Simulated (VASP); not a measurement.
# MgAu (Pm-3m) in VASP: further runs

The runs below take MgAu through single point, with LDA.

Program: VASP 6.6.1. These are calculated values, not measurements. Logs are shortened: lines on timing, memory, paths and dates and some standing lists are left out, and cuts for length are marked.

## Step 1: The cell of the first run

It takes space group Pm-3m (No. 221, cubic). The conventional cell has a = 3.270 Å, b = 3.270 Å, c = 3.270 Å, α = 90.00°, β = 90.00°, γ = 90.00°. Mg (site symmetry m-3m) has 8 Au at 2.83 Å and 6 Mg at 3.27 Å within 3.7 Å. Within 3.7 Å of Au (site symmetry m-3m) lie 8 Mg at 2.83 Å and 6 Au at 3.27 Å.

## Step 2: Single point, LDA (volume scaled by 1.01)

The input, INCAR:

```
SYSTEM = MgAu
PREC = Accurate ; ENCUT = 520
EDIFF = 1E-6 ; ISMEAR = -1
SIGMA = 0.05 ; LREAL = .False.
LASPH = .True. ; NELM = 80
ALGO = Normal ; ISIF = 2
LWAVE = .False. ; LCHARG = .False.
GGA = CA ; NBANDS = 14
```

The input, KPOINTS:

```
regular mesh
0
Gamma
  13 13 13
  0 0 0
```

The input, POSCAR:

```
MgAu
1.0
    3.2698273221      0.0000000000      0.0000000000
    0.0000000000      3.2698273221      0.0000000000
    0.0000000000      0.0000000000      3.2698273221
Mg Au
1 1
Direct
    0.5000000000      0.5000000000      0.5000000000
    0.0000000000      0.0000000000      0.0000000000
```

Potentials or basis: VASP PAW LDA potentials, release 64 (Mg, Au).

Launch:

```
$ cat potpaw_LDA.64/Mg/POTCAR potpaw_LDA.64/Au/POTCAR > POTCAR
$ mpirun -np 1 vasp_std > vasp.out
```

OUTCAR:

```text
SYSTEM = MgAu
   PREC = Accurate
   ENCUT = 520
   EDIFF = 1E-6
   ISMEAR = -1
   LREAL = .False.
   LASPH = .True.
   NELM = 80
   ISIF = 2
   GGA = CA

 ion  position               nearest neighbor table
   1  0.500  0.500  0.500-   2 2.83   2 2.83   2 2.83   2 2.83   2 2.83   2 2.83   2 2.83   2 2.83

   2  0.000  0.000  0.000-   1 2.83   1 2.83   1 2.83   1 2.83   1 2.83   1 2.83   1 2.83   1 2.83

  LATTYP: Found a simple cubic cell.
 ALAT       =     3.2698273221

  Lattice vectors:

 A1 = (   3.2698273221,   0.0000000000,   0.0000000000)
 A2 = (   0.0000000000,   3.2698273221,   0.0000000000)
 A3 = (   0.0000000000,   0.0000000000,   3.2698273221)

Analysis of symmetry for initial positions (statically):
=====================================================================
 Subroutine PRICEL returns:
 Original cell was already a primitive cell.

 Routine SETGRP: Setting up the symmetry group for a
 simple cubic supercell.

 Subroutine GETGRP returns: Found 48 space group operations
 (whereof 48 operations were pure point group operations)
 out of a pool of 48 trial point group operations.

The static configuration has the point symmetry O_h .

Analysis of symmetry for dynamics (positions and initial velocities):
=====================================================================
 Subroutine PRICEL returns:
 Original cell was already a primitive cell.

 Routine SETGRP: Setting up the symmetry group for a
 simple cubic supercell.

 Subroutine GETGRP returns: Found 48 space group operations
 (whereof 48 operations were pure point group operations)
 out of a pool of 48 trial point group operations.

The dynamic configuration has the point symmetry O_h .

 Subroutine INISYM returns: Found 48 space group operations
 (whereof 48 operations are pure point group operations),
 and found     1 'primitive' translations

----------------------------------------------------------------------------------------

                                     Primitive cell

  volume of cell :      34.9602

  direct lattice vectors                    reciprocal lattice vectors
     3.269827322  0.000000000  0.000000000     0.305826547  0.000000000  0.000000000
     0.000000000  3.269827322  0.000000000     0.000000000  0.305826547  0.000000000
     0.000000000  0.000000000  3.269827322     0.000000000  0.000000000  0.305826547

  length of vectors
     3.269827322  3.269827322  3.269827322     0.305826547  0.305826547  0.305826547

  position of ions in fractional coordinates (direct lattice)
     0.500000000  0.500000000  0.500000000
     0.000000000  0.000000000  0.000000000
[... 83 lines left out ...]
   ISIF   =      2    stress and relaxation
   ISYM   =      2    0-nonsym 1-usesym 2-fastsym
   POTIM  = 0.5000    time-step for ionic-motion
   TEBEG  =    0.0;   TEEND  =   0.0 temperature during run
   PSTRESS=    0.0 pullay stress
   NELECT =      13.0000    total number of electrons
   NUPDOWN=      -1.0000    fix difference up-down
   EMIN   =  10.00;   EMAX   =-10.00  energy-range for DOS
   EFERMI =   0.00;   METHOD = LEGACY
   ISMEAR =    -1;   SIGMA  =   0.05  broadening in eV -4-tet -1-fermi 0-gaus
   EFERMI_NEDOS =   21; number of points for ismear=-14 and -15
   IALGO  =     38    algorithm
   IMIX   =      4    mixing-type and parameters
     AMIX     =   0.40;   BMIX     =  1.00
     AMIX_MAG =   1.60;   BMIX_MAG =  1.00
  volume/ion in A,a.u.               =      17.48       117.96
  Fermi-wavevector in a.u.,A,eV,Ry     =   1.177239  2.224658 18.856185  1.385891
  Thomas-Fermi vector in A             =   2.313589
   LORBIT       =      0    0 simple, 1 ext, 2 COOP (PROOUT), +10 PAW based schemes
   GGA     = CA    functional components
   LHFCALC =     F    Hartree Fock is set to
   AEXX    =    0.0000 exact exchange contribution
   IVDW    =     0    specifies the selected vdW correction
   LEPSILON=     F    determine dielectric tensor
   LRPA    =     F    only Hartree local field effects (RPA)
 non-spin polarized calculation
  energy-cutoff  :      520.00
  volume of cell :       34.96
 maximum number of plane-waves:       955
   NGX = 13   NGY = 13   NGZ = 13

 number of electron      12.9999995 magnetization

 Free energy of the ion-electron system (eV)
  ---------------------------------------------------
  ext. energy  EPLUGINS =         0.00000000
  ---------------------------------------------------
  free energy    TOTEN  =        -7.59119676 eV

  energy without entropy =       -7.58547401  energy(sigma->0) =       -7.58833539

 E-fermi :   6.5432     XC(G=0): -11.2181

 val. band max:        6.5426000647   @ k =   0.3077   0.0769   0.0000
 cond. band min:       6.5656978307   @ k =   0.4615   0.4615   0.0769
 fundamental gap:      0.0230977660
 Fermi energy:         6.5431850156

 k-point     1 :       0.0000    0.0000    0.0000
  band No.  band energies     occupation
      1      -2.5099      2.00000
      2       0.7951      2.00000
      3       0.7951      2.00000
      4       2.5296      2.00000
      5       2.5296      2.00000
      6       2.5296      2.00000
      7      11.8992      0.00000
      8      11.8992      0.00000
      9      11.8992      0.00000
     10      15.4943      0.00000
     11      15.4943      0.00000
     12      16.5339      0.00000
     13      24.0025      0.00000
     14      24.0025      0.00000
[... 377 lines left out ...]
      1       0.2899      2.00000
      2       0.8191      2.00000
      3       1.9910      2.00000
      4       2.0608      2.00000
      5       2.1384      2.00000
      6       2.7444      2.00000
      7       6.1907      1.99827
      8       8.6841      0.00000
      9      12.5230      0.00000
     10      16.4464      0.00000
     11      17.3894      0.00000
     12      19.0155      0.00000
     13      19.6823      0.00000
     14      21.9138      0.00000

 [... further k-points ...]
[... 5 lines left out ...]
  --------------------------------------------------------------------------------------
  -------------------------------------------------------------------------------------
  Total       -1.0266003     -1.0266003     -1.0266003     -0.0000000      0.0000000     -0.0000000
  in kB      -47.0476021    -47.0476021    -47.0476021     -0.0000000      0.0000000     -0.0000000
  external PRESSURE =     -47.0476021 kB  Pullay stress =       0.0000000 kB

 VOLUME and BASIS-vectors are now :
 -----------------------------------------------------------------------------
  energy-cutoff  :      520.00
  volume of cell :       34.96
      direct lattice vectors                 reciprocal lattice vectors
     3.269827322  0.000000000  0.000000000     0.305826547  0.000000000  0.000000000
     0.000000000  3.269827322  0.000000000     0.000000000  0.305826547  0.000000000
     0.000000000  0.000000000  3.269827322     0.000000000  0.000000000  0.305826547

 POSITION                                       TOTAL-FORCE (eV/Angst)
 -----------------------------------------------------------------------------------
      1.63491      1.63491      1.63491         0.000000      0.000000      0.000000
      0.00000      0.00000      0.00000         0.000000      0.000000      0.000000
 -----------------------------------------------------------------------------------
    total drift:                                0.000000      0.000000      0.000000

  FREE ENERGIE OF THE ION-ELECTRON SYSTEM (eV)
  ---------------------------------------------------
  free  energy   TOTEN  =        -7.5911967603 eV

  energy  without entropy=       -7.5854740109  energy(sigma->0) =       -7.58833539
```

OSZICAR:

```text
N       E                     dE             d eps       ncg     rms          rms(c)
DAV:   1     0.507764284322E+02    0.50776E+02   -0.55989E+03  2416   0.770E+02
DAV:   2    -0.715543856162E+01   -0.57932E+02   -0.53410E+02  2850   0.165E+02
DAV:   3    -0.819015523986E+01   -0.10347E+01   -0.10318E+01  2928   0.211E+01
DAV:   4    -0.819364654844E+01   -0.34913E-02   -0.34911E-02  2784   0.148E+00
DAV:   5    -0.819367727795E+01   -0.30730E-04   -0.30730E-04  2994   0.142E-01    0.559E+00
DAV:   6    -0.763420504857E+01    0.55947E+00   -0.24126E+00  2700   0.120E+01    0.280E+00
DAV:   7    -0.760650338184E+01    0.27702E-01   -0.26766E-02  2598   0.147E+00    0.155E+00
DAV:   8    -0.759124320783E+01    0.15260E-01   -0.69978E-03  2802   0.517E-01    0.121E-01
DAV:   9    -0.759120450471E+01    0.38703E-04   -0.21373E-04  2922   0.939E-02    0.556E-02
DAV:  10    -0.759119683552E+01    0.76692E-05   -0.93118E-06  2824   0.254E-02    0.597E-03
DAV:  11    -0.759119676029E+01    0.75231E-07   -0.12724E-07  1950   0.256E-03
   1 F= -.75911968E+01 E0= -.75883354E+01  d E =-.572275E-02
```

Wall time 13 s (1 thread of Intel Xeon 6975P-C, shared host); peak memory 0.16 GiB.

What came out:

```yaml
Free_energy: -7.5912 eV
Pressure: -4.7 GPa
```

Caveat: spin-orbit coupling is left out, which moves the levels of the heavy elements.

## Step 3: Single point, LDA (volume scaled by 1.02)

The input, INCAR:

```
SYSTEM = MgAu
PREC     = Accurate       ! precision mode
ENCUT    = 520            ! plane-wave cutoff, eV
EDIFF    = 1E-6           ! SCF threshold, eV
ISMEAR   = -1             ! smearing method
SIGMA    = 0.05           ! smearing width, eV
LREAL    = .FALSE.        ! projectors in reciprocal space
LASPH    = .TRUE.         ! aspherical terms in the spheres
NELM     = 100            ! most SCF steps
ALGO     = Normal         ! electronic algorithm
ISIF     = 2              ! what is computed and relaxed
LWAVE    = .FALSE.        ! write WAVECAR
LCHARG   = .FALSE.        ! write CHGCAR
NBANDS   = 14             ! bands
```

The input, KPOINTS:

```
Automatic mesh
0
G
  13 13 13
  0 0 0
```

The input, POSCAR:

```
MgAu
1.0
    3.2805834105      0.0000000000      0.0000000000
    0.0000000000      3.2805834105      0.0000000000
    0.0000000000      0.0000000000      3.2805834105
Mg Au
1 1
Direct
    0.5000000000      0.5000000000      0.5000000000
    0.0000000000      0.0000000000      0.0000000000
```

Potentials or basis: VASP PAW LDA potentials, release 64 (Mg, Au).

Launch:

```
$ cat potpaw_LDA.64/Mg/POTCAR potpaw_LDA.64/Au/POTCAR > POTCAR
$ mpirun -np 1 vasp_std > vasp.out
```

It took 11 s on 1 thread of Intel Xeon 6975P-C, shared host; peak memory 0.16 GiB.

Results (log left out):

```
Free energy : -7.5803 eV
Pressure    : -5.5 GPa
```

Levels at points of the mesh, in eV from the Fermi level:
```tsv
k point	band 3	band 4	band 5	band 6	band 7	band 8	band 9	band 10
(0.00, 0.00, 0.00)	-5.69	-3.99	-3.99	-3.99	5.33	5.33	5.33	8.91
```

Caveat: spin-orbit coupling is left out, which moves the levels of the heavy elements.

## Step 4: Single point, LDA (volume scaled by 1.04)

The input, INCAR:

```
PREC     = Accurate       # precision mode
ENCUT    = 520            # plane-wave cutoff, eV
EDIFF    = 1E-6           # SCF threshold, eV
ISMEAR   = -1             # smearing method
SIGMA    = 0.05           # smearing width, eV
LREAL    = False          # projectors in reciprocal space
LASPH    = True           # aspherical terms in the spheres
NELM     = 60             # most SCF steps
ALGO     = Normal         # electronic algorithm
ISIF     = 2              # what is computed and relaxed
LWAVE    = False          # write WAVECAR
LCHARG   = False          # write CHGCAR
NBANDS   = 14             # bands
```

The input, KPOINTS:

```
Automatic mesh
0
Gamma
  13 13 13
```

The input, POSCAR:

```
MgAu
1.0
    3.3018864970      0.0000000000      0.0000000000
    0.0000000000      3.3018864970      0.0000000000
    0.0000000000      0.0000000000      3.3018864970
Mg Au
1 1
Direct
    0.5000000000      0.5000000000      0.5000000000
    0.0000000000      0.0000000000      0.0000000000
```

Launch:

```
$ cat potpaw_LDA.64/Mg/POTCAR potpaw_LDA.64/Au/POTCAR > POTCAR
$ mpirun -np 1 vasp_std > vasp.out
```

It took 23 s on 1 thread of Intel Xeon 6975P-C, shared host; peak memory 0.18 GiB.

The run converged. Its results:

```yaml
Free_energy: -7.5538 eV
Pressure: -6.9 GPa
```

Levels at points of the mesh, in eV from the Fermi level:
```tsv
k point	band 4	band 5	band 6	band 7	band 8	band 9
(0.00, 0.00, 0.00)	-3.94	-3.94	-3.94	5.28	5.28	5.28
```

Caveat: spin-orbit coupling is left out, which moves the levels of the heavy elements.

## Step 5: Summary

| cell | gap on the mesh (eV) | pressure (GPa) |
| --- | --- | --- |
| a = 3.270 Å, 2 atoms | none | -4.7 |
| a = 3.281 Å, 2 atoms | none | -5.5 |
| a = 3.302 Å, 2 atoms | none | -6.9 |

Alike in all rows: task single point; level LDA; potentials or basis VASP PAW LDA potentials, release 64 (Mg, Au); no spin polarisation; k mesh 13 × 13 × 13; cutoff (eV) 520; smearing fermi-dirac 0.05 eV.

Caveats: spin-orbit coupling is left out, which moves the levels of the heavy elements.

Total energies depend on the potentials used, so only differences within one code and one set of settings carry meaning.
